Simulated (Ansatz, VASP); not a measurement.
Bi: VASP beside Ansatz

INCAR

```
ALGO     = Normal         # electronic algorithm
DIPOL    = 0.5 0.5 0.500
EDIFF    = 1E-6           # SCF threshold, eV
ENCUT    = 520            # plane-wave cutoff, eV
GGA      = CA             # functional
IDIPOL   = 3            
ISIF     = 2              # what is computed and relaxed
ISMEAR   = 0              # smearing method
LASPH    = T              # aspherical terms in the spheres
LCHARG   = F              # write CHGCAR
LDIPOL   = T            
LREAL    = F              # projectors in reciprocal space
LWAVE    = F              # write WAVECAR
NBANDS   = 22             # bands
NELM     = 60             # most SCF steps
PREC     = Accurate       # precision mode
SIGMA    = 0.02           # smearing width, eV
```

KPOINTS

```
k-points
0
Gamma
  9 9 1
```

File POSCAR:

```
Bi
1.0
    4.3510000000      0.0000000000      0.0000000000
   -2.1755000000      3.7680765319      0.0000000000
    0.0000000000      0.0000000000     28.0000000000
Bi
2
Direct
    0.3333333333      0.6666666667      0.5262500000
    0.6666666667      0.3333333333      0.4737500000
```

Input for Ansatz:

```yaml
crystal:
  lattice:
    - [4.351, 0.0, 0.0]
    - [-2.1755, 3.7680765319, 0.0]
    - [0.0, 0.0, 28.0]
  atoms:
    - { symbol: Bi, position: [0.3333333333, 0.6666666667, 0.52625] }
    - { symbol: Bi, position: [0.6666666667, 0.3333333333, 0.47375] }
  periodic: [true, true, false]
basis:
  ecutwfc: 420
kpoints:
  mp_grid: { grid: [9, 9, 1] }
hamiltonian:
  xc: lda
scf:
  occupations: { method: gaussian, width: 0.02 }
output:
  forces: true
  stress: true
  eigenvalues: true
```

Alike in both runs: task single point; functional LDA; k mesh 9 × 9 × 1; occupations gaussian, width 0.02 eV; no spin polarisation.

|  | VASP | Ansatz |
| --- | --- | --- |
| version | VASP 6.6.1 | Ansatz 0.2.0 |
| potentials or method | VASP PAW LDA potentials, release 64 (Bi_d), cutoff 520 eV | scalar-relativistic, plane waves, PAW |
| valence electrons in the cell | 30 | 30 |

|  | VASP | Ansatz | Ansatz less VASP |
| --- | --- | --- | --- |
| gap on the k mesh at the Fermi level (eV) | 0.19 | 0.21 | +0.025 |
| least direct gap on the mesh (eV) | 0.20 | 0.22 | +0.023 |
| rms of the force components (eV/Å) | 0.922 | 0.887 | -0.0351 |

LDA's correlation is that of Perdew and Zunger in VASP and of Perdew and Wang (1992) in Ansatz. Atom by atom the forces differ by 0.035 eV/Å (rms over components).

Spin-orbit coupling is off throughout.
